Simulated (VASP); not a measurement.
# Zr2PdS3 (P6/mmm) in VASP: further runs

The runs below take Zr2PdS3 through single point, with PBE.

Program: VASP 6.6.1. These are calculated values, not measurements. Logs are shortened: lines on timing, memory, paths and dates and some standing lists are left out, and cuts for length are marked.

**1. The cell of the first run**

It takes space group P6/mmm (No. 191, hexagonal). Conventional cell: a = 6.444 Å, b = 6.444 Å, c = 3.486 Å, α = 90.00°, β = 90.00°, γ = 120.00°. Zr (site symmetry -6m2) has 6 S at 2.55 Å and 2 Zr at 3.49 Å within 3.5 Å. Pd (site symmetry 6/mmm) has 2 Pd at 3.49 Å and 12 S at 3.66 Å and 6 Zr at 3.72 Å within 4.6 Å. S (site symmetry mmm) has 4 Zr at 2.55 Å and 6 S at 3.22 to 3.49 Å within 3.5 Å.

The cell was built from a structure type or drawn by symmetry, and may not be a known phase.

**2. Single point, PBE**

The input, INCAR:

```
SYSTEM = Zr2PdS3
PREC = Accurate
ENCUT = 520
EDIFF = 1E-6
ISMEAR = 0
SIGMA = 0.1
LREAL = .FALSE.
LASPH = .TRUE.
NELM = 100
ALGO = Normal
ISIF = 2
LWAVE = .FALSE.
LCHARG = .FALSE.
GGA = PE
NBANDS = 35
```

The input, KPOINTS:

```
regular mesh
0
G
  3 3 6
  0 0 0
```

The input, POSCAR:

```
Zr2PdS3
1.0
    6.4435444031      0.0000000000      0.0000000000
   -3.2217722015      5.5802731435      0.0000000000
    0.0000000000      0.0000000000      3.4864924240
Zr Pd S
2 1 3
Direct
    0.3333333333      0.6666666667      0.0000000000
    0.6666666667      0.3333333333      0.0000000000
    0.0000000000      0.0000000000      0.0000000000
    0.5000000000      0.0000000000      0.5000000000
    0.0000000000      0.5000000000      0.5000000000
    0.5000000000      0.5000000000      0.5000000000
```

Potentials or basis: VASP PAW PBE potentials, release 64 (Zr_sv, Pd, S).

Command:

```
$ cat potpaw_PBE.64/Zr_sv/POTCAR potpaw_PBE.64/Pd/POTCAR potpaw_PBE.64/S/POTCAR > POTCAR
$ mpirun -np 1 vasp_std > vasp.out
```

OUTCAR:

```text
SYSTEM = Zr2PdS3
   PREC = Accurate
   ENCUT = 520
   EDIFF = 1E-6
   ISMEAR = 0
   LREAL = .FALSE.
   LASPH = .TRUE.
   NELM = 100
   ISIF = 2
   GGA = PE

 ion  position               nearest neighbor table
   1  0.333  0.667  0.000-   4 2.55   4 2.55   5 2.55   5 2.55   6 2.55   6 2.55   2 3.72   2 3.72
                             2 3.72
   2  0.667  0.333  0.000-   4 2.55   4 2.55   5 2.55   5 2.55   6 2.55   6 2.55   1 3.72   1 3.72
                             1 3.72
   3  0.000  0.000  0.000-
   4  0.500  0.000  0.500-   1 2.55   2 2.55   1 2.55   2 2.55
   5  0.000  0.500  0.500-   1 2.55   2 2.55   1 2.55   2 2.55
   6  0.500  0.500  0.500-   1 2.55   2 2.55   1 2.55   2 2.55

  LATTYP: Found a hexagonal cell.
 ALAT       =     6.4435444031
 C/A-ratio  =     0.5410830136

  Lattice vectors:

 A1 = (   6.4435444031,   0.0000000000,   0.0000000000)
 A2 = (  -3.2217722015,   5.5802731435,   0.0000000000)
 A3 = (   0.0000000000,   0.0000000000,   3.4864924240)

Analysis of symmetry for initial positions (statically):
=====================================================================
 Subroutine PRICEL returns:
 Original cell was already a primitive cell.

 Routine SETGRP: Setting up the symmetry group for a
 hexagonal supercell.

 Subroutine GETGRP returns: Found 24 space group operations
 (whereof 24 operations were pure point group operations)
 out of a pool of 24 trial point group operations.

The static configuration has the point symmetry D_6h.

Analysis of symmetry for dynamics (positions and initial velocities):
=====================================================================
 Subroutine PRICEL returns:
 Original cell was already a primitive cell.

 Routine SETGRP: Setting up the symmetry group for a
 hexagonal supercell.

 Subroutine GETGRP returns: Found 24 space group operations
 (whereof 24 operations were pure point group operations)
 out of a pool of 24 trial point group operations.

The dynamic configuration has the point symmetry D_6h.

 Subroutine INISYM returns: Found 24 space group operations
 (whereof 24 operations are pure point group operations),
 and found     1 'primitive' translations

----------------------------------------------------------------------------------------

                                     Primitive cell

  volume of cell :     125.3629

  direct lattice vectors                    reciprocal lattice vectors
     6.443544403  0.000000000  0.000000000     0.155194088  0.089601349  0.000000000
    -3.221772201  5.580273144  0.000000000     0.000000000  0.179202697  0.000000000
     0.000000000  0.000000000  3.486492424     0.000000000  0.000000000  0.286821217

  length of vectors
     6.443544403  6.443544403  3.486492424     0.179202697  0.179202697  0.286821217

  position of ions in fractional coordinates (direct lattice)
     0.333333333  0.666666667  0.000000000
     0.666666667  0.333333333  0.000000000
     0.000000000  0.000000000  0.000000000
     0.500000000  0.000000000  0.500000000
     0.000000000  0.500000000  0.500000000
     0.500000000  0.500000000  0.500000000

  ion indices of the primitive-cell ions
   primitive index   ion index
                 1           1
                 2           2
                 3           3
                 4           4
                 5           5
                 6           6

----------------------------------------------------------------------------------------

 KPOINTS: regular mesh

Automatic generation of k-mesh.
 Grid dimensions read from file:
 generate k-points for:    3    3    6

 Generating k-lattice:

  Cartesian coordinates                     Fractional coordinates (reciprocal lattice)
     0.051731363  0.029867116  0.000000000     0.333333333  0.000000000  0.000000000
     0.000000000  0.059734232  0.000000000     0.000000000  0.333333333  0.000000000
     0.000000000  0.000000000  0.047803536     0.000000000  0.000000000  0.166666667

  Length of vectors
     0.059734232  0.059734232  0.047803536

  Shift w.r.t. Gamma in fractional coordinates (k-lattice)
     0.000000000  0.000000000  0.000000000

 Subroutine IBZKPT returns following result:
 ===========================================

 Found     12 irreducible k-points:

 Following reciprocal coordinates:
            Coordinates               Weight
  0.000000  0.000000  0.000000      1.000000
  0.333333  0.000000  0.000000      6.000000
  0.333333  0.333333  0.000000      2.000000
  0.000000  0.000000  0.166667      2.000000
  0.333333  0.000000  0.166667     12.000000
  0.333333  0.333333  0.166667      4.000000
  0.000000  0.000000  0.333333      2.000000
  0.333333  0.000000  0.333333     12.000000
  0.333333  0.333333  0.333333      4.000000
  0.000000  0.000000  0.500000      1.000000
  0.333333  0.000000  0.500000      6.000000
  0.333333  0.333333  0.500000      2.000000
   k-points           NKPTS =     12   k-points in BZ     NKDIM =     12   number of bands    NBANDS=     35
   number of dos      NEDOS =    301   number of ions     NIONS =      6
   total plane-waves  NPLWV =  64512
   dimension x,y,z NGX =    48 NGY =   48 NGZ =   28
   dimension x,y,z NGXF=    96 NGYF=   96 NGZF=   56
   ions per type =               2   1   3
   NGX,Y,Z   is equivalent  to a cutoff of  12.38, 12.38, 13.35 a.u.
   NGXF,Y,Z  is equivalent  to a cutoff of  24.77, 24.77, 26.70 a.u.
 SYSTEM =  Zr2PdS3
   PREC   = accura    normal or accurate (medium, high low for compatibility)
   ISTART =      0    job   : 0-new  1-cont  2-samecut
   ICHARG =      2    charge: 1-file 2-atom 10-const
   ISPIN  =      1    spin polarized calculation?
   LNONCOLLINEAR =      F non collinear calculations
   LSORBIT =      F    spin-orbit coupling
   LASPH  =      T    aspherical Exc in radial PAW
   ENCUT  =  520.0 eV  38.22 Ry    6.18 a.u.  11.98 11.98  6.48*2*pi/ulx,y,z
   NELM   =    100;   NELMIN=  2; NELMDL= -5     # of ELM steps
   EDIFF  = 0.1E-05   stopping-criterion for ELM
   LREAL  =      F    real-space projection
   EDIFFG = 0.1E-04   stopping-criterion for IOM
   NSW    =      0    number of steps for IOM
   IBRION =     -1    ionic relax: 0-MD 1-quasi-New 2-CG
   NFREE  =      0    steps in history (QN), initial steepest desc. (CG)
   ISIF   =      2    stress and relaxation
   ISYM   =      2    0-nonsym 1-usesym 2-fastsym
   POTIM  = 0.5000    time-step for ionic-motion
   TEBEG  =    0.0;   TEEND  =   0.0 temperature during run
   PSTRESS=    0.0 pullay stress
   NELECT =      52.0000    total number of electrons
   NUPDOWN=      -1.0000    fix difference up-down
   EMIN   =  10.00;   EMAX   =-10.00  energy-range for DOS
   EFERMI =   0.00;   METHOD = LEGACY
   ISMEAR =     0;   SIGMA  =   0.10  broadening in eV -4-tet -1-fermi 0-gaus
   EFERMI_NEDOS =   21; number of points for ismear=-14 and -15
   IALGO  =     38    algorithm
   IMIX   =      4    mixing-type and parameters
     AMIX     =   0.40;   BMIX     =  1.00
     AMIX_MAG =   1.60;   BMIX_MAG =  1.00
  volume/ion in A,a.u.               =      20.89       141.00
  Fermi-wavevector in a.u.,A,eV,Ry     =   1.220917  2.307199 20.281378  1.490639
  Thomas-Fermi vector in A             =   2.356118
   LORBIT       =      0    0 simple, 1 ext, 2 COOP (PROOUT), +10 PAW based schemes
   GGA     = PE    functional components
   LHFCALC =     F    Hartree Fock is set to
   AEXX    =    0.0000 exact exchange contribution
   IVDW    =     0    specifies the selected vdW correction
   LEPSILON=     F    determine dielectric tensor
   LRPA    =     F    only Hartree local field effects (RPA)
 non-spin polarized calculation
 Gauss-broadening in eV      SIGMA  =   0.10
  energy-cutoff  :      520.00
  volume of cell :      125.36
 maximum number of plane-waves:      3403
 NGX is ok and might be reduce to    48
   NGX = 23   NGY = 23   NGZ = 13

 number of electron      52.0000013 magnetization

 Free energy of the ion-electron system (eV)
  ---------------------------------------------------
  ext. energy  EPLUGINS =         0.00000000
  ---------------------------------------------------
  free energy    TOTEN  =       -39.59963607 eV

  energy without entropy =      -39.56899323  energy(sigma->0) =      -39.58431465

 E-fermi :   7.3743     XC(G=0): -10.3736

 val. band max:        7.3476844750   @ k =   0.3333   0.0000   0.5000
 cond. band min:       7.3751056611   @ k =   0.3333   0.0000   0.3333
 fundamental gap:      0.0274211861
 Fermi energy:         7.3743046161

 k-point     1 :       0.0000    0.0000    0.0000
  band No.  band energies     occupation
      1     -42.9496      2.00000
      2     -42.9364      2.00000
      3     -21.1031      2.00000
      4     -21.1031      2.00000
      5     -20.9668      2.00000
      6     -20.9668      2.00000
[... 27 lines left out ...]
     34      10.3918      0.00000
     35      12.1472      0.00000

 k-point     2 :       0.3333    0.0000    0.0000
  band No.  band energies     occupation
      1     -42.9468      2.00000
      2     -42.9392      2.00000
      3     -21.1079      2.00000
      4     -21.0778      2.00000
      5     -20.9930      2.00000
      6     -20.9619      2.00000
[... 27 lines left out ...]
     34       9.8591      0.00000
     35      10.8402      0.00000

 k-point     3 :       0.3333    0.3333    0.0000
  band No.  band energies     occupation
      1     -42.9430      2.00000
      2     -42.9430      2.00000
      3     -21.1127      2.00000
      4     -21.0356      2.00000
      5     -21.0356      2.00000
      6     -20.9571      2.00000
[... 27 lines left out ...]
     34       9.5666      0.00000
     35       9.5666      0.00000
[... 267 lines left out ...]
 k-point    11 :       0.3333    0.0000    0.5000
  band No.  band energies     occupation
      1     -42.9267      2.00000
      2     -42.9198      2.00000
      3     -21.2534      2.00000
      4     -21.2061      2.00000
      5     -21.0407      2.00000
      6     -21.0166      2.00000
[... 27 lines left out ...]
     34      10.6605      0.00000
     35      10.8720      0.00000

 k-point    12 :       0.3333    0.3333    0.5000
  band No.  band energies     occupation
      1     -42.9233      2.00000
      2     -42.9233      2.00000
      3     -21.2298      2.00000
      4     -21.2298      2.00000
      5     -21.0450      2.00000
      6     -20.9828      2.00000
[... 27 lines left out ...]
     34      10.7235      0.00000
     35      11.8990      0.00000

------------------------ aborting loop because EDIFF is reached ----------------------------------------

  FORCE on cell =-STRESS in cart. coord.  units (eV):
  Direction    XX          YY          ZZ          XY          YZ          ZX
  --------------------------------------------------------------------------------------
  -------------------------------------------------------------------------------------
  Total        0.0336813      0.0336813      0.1012122      0.0000000     -0.0000000      0.0000000
  in kB        0.4304575      0.4304575      1.2935238      0.0000000     -0.0000000      0.0000000
  external PRESSURE =       0.7181463 kB  Pullay stress =       0.0000000 kB

 VOLUME and BASIS-vectors are now :
 -----------------------------------------------------------------------------
  energy-cutoff  :      520.00
  volume of cell :      125.36
      direct lattice vectors                 reciprocal lattice vectors
     6.443544403  0.000000000  0.000000000     0.155194088  0.089601349  0.000000000
    -3.221772201  5.580273144  0.000000000     0.000000000  0.179202697  0.000000000
     0.000000000  0.000000000  3.486492424     0.000000000  0.000000000  0.286821217

 POSITION                                       TOTAL-FORCE (eV/Angst)
 -----------------------------------------------------------------------------------
     -0.00000      3.72018      0.00000        -0.000000      0.000000      0.000000
      3.22177      1.86009      0.00000         0.000000      0.000000      0.000000
      0.00000      0.00000      0.00000        -0.000000      0.000000      0.000000
      3.22177      0.00000      1.74325        -0.000000      0.000000      0.000000
     -1.61089      2.79014      1.74325        -0.000000      0.000000      0.000000
      1.61089      2.79014      1.74325        -0.000000      0.000000      0.000000
 -----------------------------------------------------------------------------------
    total drift:                               -0.000000      0.000000     -0.000000

  FREE ENERGIE OF THE ION-ELECTRON SYSTEM (eV)
  ---------------------------------------------------
  free  energy   TOTEN  =       -39.5996360691 eV

  energy  without entropy=      -39.5689932341  energy(sigma->0) =      -39.58431465
```

It took 90 s on 1 thread of Intel Xeon 8259CL, shared host; peak memory 0.27 GiB.

Results:

```
Free energy            : -39.5996 eV
Pressure               : 0.1 GPa
Band gap on the k mesh : zero (bands 26 and 27 overlap by 1.02 eV)
```

Stress tensor (GPa, compression positive):
```
0.04 0.00 0.00
0.00 0.04 0.00
0.00 0.00 0.13
```

Caveat: the k points lie up to 0.38 Å⁻¹ apart, too coarse for converged energies and pressures of a metal.

**3. Single point, PBE**

The input, INCAR:

```
PREC     = Accurate       # precision mode
ENCUT    = 520            # plane-wave cutoff, eV
EDIFF    = 1E-6           # SCF threshold, eV
ISMEAR   = 0              # smearing method
SIGMA    = 0.1            # smearing width, eV
LREAL    = False          # projectors in reciprocal space
LASPH    = True           # aspherical terms in the spheres
NELM     = 80             # most SCF steps
ALGO     = Normal         # electronic algorithm
ISIF     = 2              # what is computed and relaxed
LWAVE    = False          # write WAVECAR
LCHARG   = True           # write CHGCAR
GGA      = PE             # functional
LELF     = True           # ELF
LVHAR    = True         
NBANDS   = 35             # bands
```

The input, KPOINTS:

```
regular mesh
0
Gamma
  6 6 4
```

POSCAR, as its differences from that of step 2:

```diff
@@ -2,3 +2,3 @@
 1.0
-    6.4435444031      0.0000000000      0.0000000000
+    6.4435444030      0.0000000000      0.0000000000
    -3.2217722015      5.5802731435      0.0000000000
```

Potentials or basis: VASP PAW PBE potentials, release 64 (Zr_sv, Pd, S).

Command:

```
$ cat potpaw_PBE.64/Zr_sv/POTCAR potpaw_PBE.64/Pd/POTCAR potpaw_PBE.64/S/POTCAR > POTCAR
$ mpirun -np 1 vasp_std > vasp.out
```

OUTCAR:

```text
PREC = Accurate
   ENCUT = 520
   EDIFF = 1E-6
   ISMEAR = 0
   LREAL = False
   LASPH = True
   NELM = 80
   ISIF = 2
   GGA = PE

 ion  position               nearest neighbor table
   1  0.333  0.667  0.000-   5 2.55   5 2.55   4 2.55   4 2.55   6 2.55   6 2.55   2 3.72   2 3.72
                             2 3.72
   2  0.667  0.333  0.000-   5 2.55   5 2.55   4 2.55   4 2.55   6 2.55   6 2.55   1 3.72   1 3.72
                             1 3.72
   3  0.000  0.000  0.000-
   4  0.500  0.000  0.500-   1 2.55   2 2.55   1 2.55   2 2.55
   5  0.000  0.500  0.500-   1 2.55   2 2.55   1 2.55   2 2.55
[... 1002 lines left out ...]
  Total       -0.0010871     -0.0010871      0.0467497      0.0000000      0.0000000      0.0000000
  in kB       -0.0138934     -0.0138934      0.5974757      0.0000000      0.0000000      0.0000000
  external PRESSURE =       0.1898963 kB  Pullay stress =       0.0000000 kB

 VOLUME and BASIS-vectors are now :
 -----------------------------------------------------------------------------
  energy-cutoff  :      520.00
  volume of cell :      125.36
      direct lattice vectors                 reciprocal lattice vectors
     6.443544403  0.000000000  0.000000000     0.155194088  0.089601349  0.000000000
    -3.221772201  5.580273144  0.000000000     0.000000000  0.179202697  0.000000000
     0.000000000  0.000000000  3.486492424     0.000000000  0.000000000  0.286821217

 POSITION                                       TOTAL-FORCE (eV/Angst)
 -----------------------------------------------------------------------------------
     -0.00000      3.72018      0.00000         0.000000      0.000000      0.000000
      3.22177      1.86009      0.00000        -0.000000      0.000000     -0.000000
      0.00000      0.00000      0.00000         0.000000      0.000000      0.000000
      3.22177      0.00000      1.74325         0.000000      0.000000      0.000000
     -1.61089      2.79014      1.74325         0.000000      0.000000      0.000000
      1.61089      2.79014      1.74325         0.000000      0.000000      0.000000
 -----------------------------------------------------------------------------------
    total drift:                               -0.000000      0.000000     -0.000000

  FREE ENERGIE OF THE ION-ELECTRON SYSTEM (eV)
  ---------------------------------------------------
  free  energy   TOTEN  =       -39.6576577679 eV

  energy  without entropy=      -39.6237962904  energy(sigma->0) =      -39.64072703
```

OSZICAR:

```text
N       E                     dE             d eps       ncg     rms          rms(c)
DAV:   1     0.423528049672E+03    0.42353E+03   -0.25534E+04  1478   0.139E+03
DAV:   2    -0.672639766499E+01   -0.43025E+03   -0.41472E+03  1694   0.360E+02
DAV:   3    -0.406587636992E+02   -0.33932E+02   -0.33511E+02  2249   0.863E+01
DAV:   4    -0.431448955621E+02   -0.24861E+01   -0.24774E+01  2161   0.190E+01
DAV:   5    -0.432467143401E+02   -0.10182E+00   -0.10180E+00  2115   0.320E+00    0.234E+01
DAV:   6    -0.405614682031E+02    0.26852E+01   -0.19841E+01  1685   0.168E+01    0.145E+01
DAV:   7    -0.408797545687E+02   -0.31829E+00   -0.25321E+01  1820   0.136E+01    0.113E+01
DAV:   8    -0.400235814910E+02    0.85617E+00   -0.13688E+00  1786   0.644E+00    0.517E+00
DAV:   9    -0.396571285463E+02    0.36645E+00   -0.12663E+00  1764   0.490E+00    0.153E+00
DAV:  10    -0.396601119427E+02   -0.29834E-02   -0.12558E-01  1974   0.143E+00    0.589E-01
DAV:  11    -0.396576961362E+02    0.24158E-02   -0.14222E-02  1969   0.425E-01    0.251E-01
DAV:  12    -0.396577848597E+02   -0.88724E-04   -0.10002E-03  1931   0.169E-01    0.952E-02
DAV:  13    -0.396576831366E+02    0.10172E-03   -0.82074E-04  1715   0.864E-02    0.407E-02
DAV:  14    -0.396576656356E+02    0.17501E-04   -0.17007E-04  1475   0.373E-02    0.201E-02
DAV:  15    -0.396576580455E+02    0.75902E-05   -0.16813E-05  1543   0.123E-02    0.298E-03
DAV:  16    -0.396576577679E+02    0.27760E-06   -0.11346E-06  1053   0.440E-03
   1 F= -.39657658E+02 E0= -.39640727E+02  d E =-.338615E-01
```

stdout:

```text
POSCAR found type information on POSCAR ZrPdS
 POSCAR found :  3 types and       6 ions
 scaLAPACK will be used
 LDA part: xc-table for (Slater+PW92), standard interpolation
 POSCAR, INCAR and KPOINTS ok, starting setup
 FFT: planning ... GRIDC
 FFT: planning ... GRID_SOFT
 FFT: planning ... GRID
 WAVECAR not read
 entering main loop
```

Wall time 2.3 min (1 thread of Intel Xeon 8259CL, shared host); peak memory 0.29 GiB.

Results:

| Quantity | Value |
| --- | --- |
| Free energy | -39.6577 eV |
| Pressure | 0.0 GPa |
| Band gap on the k mesh | zero (bands 26 and 27 overlap by 0.91 eV) |

Levels at points of the mesh, in eV from the Fermi level:
| k point | band 22 | band 23 | band 24 | band 25 | band 26 | band 27 | band 28 | band 29 | band 30 | band 31 |
| --- | --- | --- | --- | --- | --- | --- | --- | --- | --- | --- |
| (0.00, 0.00, 0.00) | -1.80 | -1.43 | -1.43 | -0.94 | -0.94 | -0.11 | 0.07 | 0.07 | 0.13 | 0.13 |
| (0.50, 0.00, 0.00) | -1.55 | -1.22 | -0.87 | -0.84 | -0.83 | -0.04 | 0.19 | 0.52 | 1.47 | 1.49 |
| (0.00, 0.00, 0.50) | -1.24 | -0.88 | -0.88 | -0.84 | -0.75 | -0.75 | 1.63 | 1.65 | 1.65 | 2.38 |
| (0.50, 0.00, 0.50) | -1.46 | -1.41 | -1.14 | -1.05 | 0.03 | 0.16 | 0.92 | 1.17 | 2.00 | 2.26 |

Caveat: the k points lie up to 0.45 Å⁻¹ apart, too coarse for converged energies and pressures of a metal.
